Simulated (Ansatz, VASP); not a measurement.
Two plane-wave programs on PbF2

The input POSCAR:

```
PbF2
1.0
    2.0829741676      1.2026056964      3.4024036787
   -2.0829741676      1.2026056964      3.4024036787
    0.0000000000     -2.4052113928      3.4024036787
Pb F
1 2
Direct
    0.0000000000      0.0000000000      0.0000000000
    0.7500019271      0.7500019271      0.7500019271
    0.2499980729      0.2499980729      0.2499980729
```

The input INCAR.step1:

```
SYSTEM = PbF2
PREC = Accurate
ENCUT = 520
ISMEAR = -1
SIGMA = 0.03
LREAL = .False.
LASPH = .True.
NELM = 100
NBANDS = 21
GGA = PE
ALGO = Normal
EDIFF = 1E-4
LWAVE = .True.
LCHARG = .False.
```

The input INCAR.step2:

```
SYSTEM = PbF2
PREC = Accurate
ENCUT = 520
EDIFF = 1E-6
ISMEAR = -1
SIGMA = 0.03
LREAL = .False.
LASPH = .True.
NELM = 100
ALGO = Normal
ISIF = 2
LWAVE = .False.
LCHARG = .False.
METAGGA = R2SCAN
LMIXTAU = .True.
LUSE_VDW = .True.
IVDW_NL = 2
BPARAM = 11.95
CPARAM = 0.0093
NBANDS = 21
ISTART = 1
```

Contents of KPOINTS:

```
regular mesh
0
Gamma
  8 8 8
  0 0 0
```

Input for Ansatz:

```yaml
crystal:
  lattice:
    - [2.0829741676, 1.2026056964, 3.4024036787]
    - [-2.0829741676, 1.2026056964, 3.4024036787]
    - [0.0, -2.4052113928, 3.4024036787]
  atoms:
    - { symbol: Pb, position: [0.0, 0.0, 0.0] }
    - { symbol: F, position: [0.7500019271, 0.7500019271, 0.7500019271] }
    - { symbol: F, position: [0.2499980729, 0.2499980729, 0.2499980729] }
kpoints:
  mp_grid: { grid: [8, 8, 8] }
  band_path:
    path:
      - [0.0, 0.0, 0.0]
      - [0.5, 0.5, 0.5]
      - [0.7500451143, 0.2499548857, 0.5]
      - [0.5, -0.2499548857, 0.2499548857]
      - [0.5, 0.0, 0.0]
      - [0.3749774429, -0.3749774429, 0.0]
      - [0.6250225571, 0.0, 0.3749774429]
      - [0.5, 0.0, 0.5]
    npoints: 1
hamiltonian:
  xc: r2scan
  dispersion: rvv10
scf:
  occupations: { method: fermi_dirac, width: 0.03 }
  n_extra_bands: 4
output:
  forces: true
  stress: true
  eigenvalues: true
```

Alike in both runs: task single point; functional r2SCAN; dispersion rVV10; k mesh 8 × 8 × 8; occupations fermi-dirac, width 0.03 eV; no spin polarisation.

|  | VASP | Ansatz |
| --- | --- | --- |
| version | VASP 6.6.1 | Ansatz 0.2.0 |
| potentials or method | VASP PAW PBE potentials, release 64 (Pb_d, F) | plane waves, PAW |
| plane-wave cutoff (eV) | 520 | 500 |
| valence electrons in the cell | 28 | 28 |

```csv
,VASP,Ansatz,Ansatz less VASP
gap on the k mesh at the Fermi level (eV),4.88,4.88,-0.001
pressure (GPa),0.1,0.0,-0.07
```

VASP's potentials were made for PBE, not for r2SCAN.

Spin-orbit coupling is off throughout.
